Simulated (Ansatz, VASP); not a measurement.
# Two plane-wave programs on NaLa

Contents of INCAR:

```
PREC     = Accurate       # precision mode
ENCUT    = 970            # plane-wave cutoff, eV
EDIFF    = 1E-6           # SCF threshold, eV
ISMEAR   = -1             # smearing method
SIGMA    = 0.05           # smearing width, eV
LREAL    = False          # projectors in reciprocal space
LASPH    = True           # aspherical terms in the spheres
NELM     = 200            # most SCF steps
ALGO     = Normal         # electronic algorithm
ISIF     = 2              # what is computed and relaxed
LWAVE    = False          # write WAVECAR
LCHARG   = True           # write CHGCAR
GGA      = PE             # functional
LELF     = True           # ELF
LVHAR    = True         
NBANDS   = 17             # bands
GGA_COMPAT= False        
LMAXMIX  = 6              # l up to which the mixer works
```

The input KPOINTS:

```
regular mesh
0
Gamma
  7 7 4
```

Contents of POSCAR:

```
NaLa
1.0
    3.5341257533      0.0000000000      0.0000000000
   -1.7670628766      3.0606426825      0.0000000000
    0.0000000000      0.0000000000      6.4837820000
La Na
1 1
Direct
    0.3333333333      0.6666666667      0.5000000000
    0.0000000000      0.0000000000      0.0000000000
```

input.yaml

```yaml
crystal:
  lattice:
    - [3.5341257533, 0.0, 0.0]
    - [-1.7670628766, 3.0606426825, 0.0]
    - [0.0, 0.0, 6.483782]
  atoms:
    - { symbol: La, position: [0.3333333333, 0.6666666667, 0.5] }
    - { symbol: Na, position: [0.0, 0.0, 0.0] }
hamiltonian:
  xc: pbe
  pseudopotentials: { kind: paw }
kpoints:
  mp_grid: { grid: [7, 7, 4] }
scf:
  occupations: { method: fermi_dirac, width: 0.05 }
output:
  forces: true
  stress: true
  eigenvalues: true
  write_density: true
  write_potential: true
  elf: true
  volumetric_format: npy
```

Alike in both runs: task single point; functional PBE; k mesh 7 × 7 × 4; occupations fermi-dirac, width 0.05 eV; no spin polarisation.

```csv
,VASP,Ansatz
version,VASP 6.6.1,Ansatz 0.2.0
potentials or method,"VASP PAW PBE potentials, release 64 (La, Na_sv)",Ansatz PAW
plane-wave cutoff (eV),970,420
valence electrons in the cell,20,20
```

|  | VASP | Ansatz | Ansatz less VASP |
| --- | --- | --- | --- |
| gap on the k mesh at the Fermi level (eV) | none | none | - |
| pressure (GPa) | 0.3 | 0.6 | +0.26 |
| traceless stress, the component that is largest in VASP (GPa) | -0.12 | -0.12 | 0.000 |

A gap of «none» marks a metal or a gap that the smearing closes.

Spin-orbit coupling is off throughout.
